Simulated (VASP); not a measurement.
A run of VASP 6.6.1 is set up as follows.

The input INCAR:

```
ALGO = Normal ; EDIFF = 1E-6
ENCUT = 520 ; GGA = PS
ISIF = 2 ; ISMEAR = -1
LASPH = T ; LCHARG = T
LELF = T ; LREAL = F
LVHAR = T ; LWAVE = F
NBANDS = 20 ; NELM = 60
PREC = Accurate ; SIGMA = 0.05
```

KPOINTS

```
k-points
0
Gamma
  7 7 7
```

Contents of POSCAR:

```
CdF2
1.0
    0.0000000000      2.8017600000      2.6940000000
    2.8017600000      0.0000000000      2.6940000000
    2.8017600000      2.8017600000      0.0000000000
Cd F
1 2
Direct
    0.0000000000      0.0000000000      0.0000000000
    0.7500000000      0.7500000000      0.7500000000
    0.2500000000      0.2500000000      0.2500000000
```

Potentials or basis: VASP PAW PBE potentials, release 64 (Cd, F).

The run is started by

```bash
$ cat potpaw_PBE.64/Cd/POTCAR potpaw_PBE.64/F/POTCAR > POTCAR
$ mpirun -np 1 vasp_std > vasp.out
```

Q: What does it give for the band gap on the k mesh?

A: 2.61 eV, indirect (least direct gap 3.17 eV).

Q: Predict the pressure.

A: -6.7 GPa.

Stress tensor (GPa, compression positive):
```
-8.09  0.00  0.00
 0.00 -8.09  0.00
 0.00  0.00 -4.02
```

Caveat: the PAW data sets were made with another functional, which shifts forces and pressure a little. As with any semilocal functional, this PBEsol gap is likely too small.
